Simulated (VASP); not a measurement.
## BaTiO3: single point with r2SCAN

BaTiO3:

```
CELL_PARAMETERS angstrom
3.99000 0.00000 0.00000
0.00000 2.83450 2.84100
0.00000 -2.83450 2.84100
ATOMIC_POSITIONS crystal
Ba 0.00000 0.00000 0.00000
Ti 0.50000 0.51000 0.51000
O 0.00000 0.49000 0.49000
O 0.50000 0.49000 0.98400
O 0.50000 0.98400 0.49000
```

| Quantity | Value |
| --- | --- |
| Program | VASP 6.6.1 |
| Task | single point |
| Functional | r2SCAN |
| Potentials or basis | VASP PAW PBE potentials, release 64 (Ba_sv, Ti_sv, O) |
| Cutoff | 520 eV |
| k mesh | 5 × 5 × 5 |
| Occupations | fermi-dirac, width 0.03 eV |
| Spin | collinear spin |
| Starting moments | [0.0, 1.0, 0.0, 0.0, 0.0] μB |

```yaml
Pressure: 1.8 GPa
Largest_force: 0.150 eV/Å
Band_gap_on_the_k_mesh: 2.48 eV (least direct gap 2.63 eV)
Net_moment: 0.00 μB per cell
Valence_electrons_inside_the_program's_atomic_spheres: Ba 7.99; Ti 10.15; O 5.07
```

Forces in eV/Å, atoms in the order of the input:
```
Ba   0.000  0.000 -0.024
Ti   0.000  0.000  0.150
O    0.000  0.000  0.004
O    0.000  0.094 -0.065
O    0.000 -0.094 -0.065
```

Stress tensor (GPa, compression positive):
```
1.55 0.00 0.00
0.00 1.90 0.00
0.00 0.00 1.86
```

Levels at points of the mesh, in eV from the valence-band top:
Spin up:
| k point | band 17 | band 18 | band 19 | band 20 | band 21 | band 22 | band 23 | band 24 |
| --- | --- | --- | --- | --- | --- | --- | --- | --- |
| (0.00, 0.00, 0.00) | -1.00 | -0.21 | -0.18 | -0.15 | 2.48 | 2.56 | 2.64 | 4.52 |
Spin down:
| k point | band 18 | band 19 | band 20 | band 21 | band 22 | band 23 |
| --- | --- | --- | --- | --- | --- | --- |
| (0.00, 0.00, 0.00) | -0.21 | -0.18 | -0.15 | 2.48 | 2.56 | 2.64 |

Run time: 3.2 min on 1 thread of Intel(R) Xeon(R) 6975P-C (Granite Rapids), on a shared host, peak memory 0.25 GiB.

Caveat: the PAW data sets were made with another functional, which shifts forces and pressure a little; spin-orbit coupling is left out, which moves the levels of the heavy elements. A k mesh can miss the band edges.
